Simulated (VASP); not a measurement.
# Mg3NbO2 (R-3m) in VASP: further runs, part 2 of 2

VASP 6.6.1.

## Step 4: Single point, PBE, collinear spin, zero start

INCAR reads:

```
SYSTEM = Mg3NbO2
PREC = Accurate ; ENCUT = 520
EDIFF = 1E-6 ; ISMEAR = 0
SIGMA = 0.1 ; LREAL = .False.
LASPH = .True. ; NELM = 150
ALGO = Normal ; ISIF = 2
LWAVE = .False. ; LCHARG = .False.
ISPIN = 2 ; MAGMOM = 0 0 0 0 0 0
LORBIT = 11 ; LMAXMIX = 4
GGA = PE ; NBANDS = 28
```

KPOINTS reads:

```
regular mesh
0
Gamma
  6 6 6
  0 0 0
```

POSCAR reads:

```
Mg3NbO2
1.0
    3.6256525275      2.0932714628      3.8320113754
   -3.6256525275      2.0932714628      3.8320113754
    0.0000000000     -4.1865429255      3.8320113754
Mg Nb O
3 1 2
Direct
    0.0000000000      0.5000000000      0.0000000000
    0.0000000000      0.0000000000      0.5000000000
    0.5000000000      0.0000000000      0.0000000000
    0.0000000000      0.0000000000      0.0000000000
    0.1696488023      0.1696488023      0.1696488023
    0.8303511977      0.8303511977      0.8303511977
```

Potentials or basis: VASP PAW PBE potentials, release 64 (Mg, Nb_sv, O).

On the command line:

```bash
> cat potpaw_PBE.64/Mg/POTCAR potpaw_PBE.64/Nb_sv/POTCAR potpaw_PBE.64/O/POTCAR > POTCAR
> mpirun -np 1 vasp_std > vasp.out
```

OUTCAR:

```text
SYSTEM = Mg3NbO2
   PREC = Accurate
   ENCUT = 520
   EDIFF = 1E-6
   ISMEAR = 0
   LREAL = .False.
   LASPH = .True.
   NELM = 150
   ISIF = 2
   ISPIN = 2
   LORBIT = 11
   GGA = PE

 ion  position               nearest neighbor table
   1  0.000  0.500  0.000-   5 2.09   6 2.09   4 2.84   4 2.84   3 3.63   3 3.63   2 3.63   2 3.63

   2  0.000  0.000  0.500-   5 2.09   6 2.09   4 2.84   4 2.84   3 3.63   1 3.63   1 3.63   3 3.63

   3  0.500  0.000  0.000-   5 2.09   6 2.09   4 2.84   4 2.84   1 3.63   1 3.63   2 3.63   2 3.63

   4  0.000  0.000  0.000-   5 1.95   6 1.95   2 2.84   2 2.84   3 2.84   1 2.84   1 2.84   3 2.84

   5  0.170  0.170  0.170-   4 1.95   3 2.09   1 2.09   2 2.09
   6  0.830  0.830  0.830-   4 1.95   3 2.09   1 2.09   2 2.09

  LATTYP: Found a trigonal (rhomboedric) cell.
 ALAT       =     5.6755134436
 COS(alpha) =     0.1838085471

  Lattice vectors:

 A1 = (   3.6256525275,   2.0932714628,   3.8320113754)
 A2 = (  -3.6256525275,   2.0932714628,   3.8320113754)
 A3 = (   0.0000000000,  -4.1865429255,   3.8320113754)

Analysis of symmetry for initial positions (statically):
=====================================================================
 Subroutine PRICEL returns:
 Original cell was already a primitive cell.

 Routine SETGRP: Setting up the symmetry group for a
 trigonal (rhombohedral) supercell.

 Subroutine GETGRP returns: Found 12 space group operations
 (whereof 12 operations were pure point group operations)
 out of a pool of 12 trial point group operations.

The static configuration has the point symmetry D_3d.

Analysis of symmetry for dynamics (positions and initial velocities):
=====================================================================
 Subroutine PRICEL returns:
 Original cell was already a primitive cell.

 Routine SETGRP: Setting up the symmetry group for a
 trigonal (rhombohedral) supercell.

 Subroutine GETGRP returns: Found 12 space group operations
[... 184 lines left out ...]
 k-point     1 :       0.0000    0.0000    0.0000
  band No.  band energies     occupation
      1     -53.6591      1.00000
      2     -30.7600      1.00000
      3     -29.4759      1.00000
      4     -29.4759      1.00000
      5     -18.8612      1.00000
      6     -17.8965      1.00000
[... 709 lines left out ...]
     26       7.2975      0.00000
     27       7.4321      0.00000

 [... further k-points ...]

 spin component 2

 k-point     1 :       0.0000    0.0000    0.0000
  band No.  band energies     occupation
      1     -53.6592      1.00000
      2     -30.7601      1.00000
      3     -29.4759      1.00000
      4     -29.4759      1.00000
      5     -18.8612      1.00000
      6     -17.8965      1.00000
[... 709 lines left out ...]
     26       7.2975      0.00000
     27       7.4321      0.00000

 [... further k-points ...]

 [bands above 27 left out]

------------------------ aborting loop because EDIFF is reached ----------------------------------------

  FORCE on cell =-STRESS in cart. coord.  units (eV):
  Direction    XX          YY          ZZ          XY          YZ          ZX
  --------------------------------------------------------------------------------------
  -------------------------------------------------------------------------------------
  Total        0.2641385      0.2641385     -0.2856816     -0.0000000     -0.0000000      0.0000000
  in kB        2.4252276      2.4252276     -2.6230288     -0.0000000     -0.0000000      0.0000000
  external PRESSURE =       0.7424755 kB  Pullay stress =       0.0000000 kB

 VOLUME and BASIS-vectors are now :
 -----------------------------------------------------------------------------
  energy-cutoff  :      520.00
  volume of cell :      174.50
      direct lattice vectors                 reciprocal lattice vectors
     3.625652528  2.093271463  3.832011375     0.137906210  0.079620188  0.086986520
    -3.625652528  2.093271463  3.832011375    -0.137906210  0.079620188  0.086986520
     0.000000000 -4.186542926  3.832011375     0.000000000 -0.159240375  0.086986520

 POSITION                                       TOTAL-FORCE (eV/Angst)
 -----------------------------------------------------------------------------------
     -1.81283      1.04664      1.91601        -0.000000      0.000000     -0.000000
      0.00000     -2.09327      1.91601         0.000000      0.000000     -0.000000
      1.81283      1.04664      1.91601        -0.000000      0.000000     -0.000000
      0.00000      0.00000      0.00000         0.000000      0.000000     -0.000000
      0.00000      0.00000      1.95029         0.000000     -0.000000     -0.005349
      0.00000      0.00000      9.54575         0.000000      0.000000      0.005349
 -----------------------------------------------------------------------------------
    total drift:                               -0.000000     -0.000000      0.000000

  FREE ENERGIE OF THE ION-ELECTRON SYSTEM (eV)
  ---------------------------------------------------
  free  energy   TOTEN  =       -28.0935228527 eV

  energy  without entropy=      -28.0742303488  energy(sigma->0) =      -28.08387660

 total charge

# of ion       s       p       d       tot
------------------------------------------
    1        0.185   0.113   0.032   0.329
    2        0.185   0.113   0.032   0.329
    3        0.185   0.113   0.032   0.329
    4        2.211   5.997   2.581  10.788
    5        1.578   3.460   0.000   5.038
    6        1.578   3.460   0.000   5.038
--------------------------------------------------
tot          5.922  13.256   2.675  21.853

 magnetization (x)

# of ion       s       p       d       tot
------------------------------------------
    1        0.000  -0.000  -0.000   0.000
    2        0.000  -0.000  -0.000   0.000
    3        0.000  -0.000  -0.000   0.000
    4        0.000  -0.000  -0.000   0.000
    5       -0.000  -0.000   0.000  -0.000
    6       -0.000  -0.000   0.000  -0.000
--------------------------------------------------
tot          0.000  -0.000  -0.000  -0.000
```

OSZICAR:

```text
N       E                     dE             d eps       ncg     rms          rms(c)
DAV:   1     0.208342630946E+03    0.20834E+03   -0.13069E+04  3888   0.906E+02
DAV:   2    -0.895489496562E+01   -0.21730E+03   -0.20403E+03  5220   0.265E+02
DAV:   3    -0.317483316979E+02   -0.22793E+02   -0.22098E+02  4984   0.751E+01
DAV:   4    -0.329976346949E+02   -0.12493E+01   -0.12407E+01  5972   0.187E+01
DAV:   5    -0.330133094300E+02   -0.15675E-01   -0.15665E-01  4852   0.159E+00    0.142E+01
DAV:   6    -0.286573894921E+02    0.43559E+01   -0.21680E+01  4592   0.240E+01    0.730E+00
DAV:   7    -0.281986947558E+02    0.45869E+00   -0.19946E+00  5020   0.871E+00    0.356E+00
DAV:   8    -0.281284081334E+02    0.70287E-01   -0.32420E-01  5764   0.440E+00    0.191E+00
DAV:   9    -0.280918901816E+02    0.36518E-01   -0.10363E-01  4516   0.188E+00    0.492E-01
DAV:  10    -0.280932365292E+02   -0.13463E-02   -0.49911E-03  5028   0.444E-01    0.165E-01
DAV:  11    -0.280934889600E+02   -0.25243E-03   -0.72595E-04  4516   0.178E-01    0.382E-02
DAV:  12    -0.280935118817E+02   -0.22922E-04   -0.70004E-05  5536   0.431E-02    0.225E-02
DAV:  13    -0.280935202962E+02   -0.84145E-05   -0.13498E-05  4476   0.222E-02    0.720E-03
DAV:  14    -0.280935222094E+02   -0.19133E-05   -0.21730E-06  3980   0.734E-03    0.281E-03
DAV:  15    -0.280935228527E+02   -0.64333E-06   -0.75113E-07  3304   0.615E-03
   1 F= -.28093523E+02 E0= -.28083877E+02  d E =-.192925E-01  mag=    -0.0000
```

Run time: 10 min. Hardware: 1 thread of Intel Xeon 8259CL, shared host; peak memory 0.46 GiB.

What came out:

* Free energy: -28.0935 eV
* Pressure: 0.1 GPa
* Largest force: 0.005 eV/Å
* Net moment: 0.00 μB per cell
* Valence electrons inside the program's atomic spheres: Mg 0.33; Nb 10.79; O 5.04

Forces on the atoms (eV/Å):
```
Mg   0.000  0.000  0.000
Mg   0.000  0.000  0.000
Mg   0.000  0.000  0.000
Nb   0.000  0.000  0.000
O    0.000  0.000 -0.005
O    0.000  0.000  0.005
```

Caveat: no moment was typed at the start, so none could form.

## Step 5: Summary

```csv
task,spin,cell,cutoff (eV),gap on the mesh (eV),pressure (GPa),moment (μB),largest force (eV/Å)
relaxation of cell and atoms,off,"relaxed from a = 5.676 Å, angles 79.4°, 6 atoms, atomic positions A",600,none,0.0,-,-
single point,collinear,"a = 5.019 Å, angles 59.6°, 6 atoms, atomic positions B",520,none,13.8,0.75,0.64
single point,"collinear, zero start","a = 5.676 Å, angles 79.4°, 6 atoms, atomic positions A",520,none,0.1,0.00,0.01
```

Alike in all rows: level PBE; potentials or basis VASP PAW PBE potentials, release 64 (Mg, Nb_sv, O); k mesh 6 × 6 × 6; smearing gaussian 0.1 eV.

Caveats: an odd number of electrons without spin polarisation forces a metal (at least some runs); a magnetic or distorted state may lie lower (at least some runs); the stress differs along the axes, from 7 to 27 GPa (at least some runs); a moment this small can come from the mesh or the smearing (at least some runs); no moment was typed at the start, so none could form (at least some runs).

Total energies depend on the potentials used, so only differences within one code and one set of settings carry meaning.
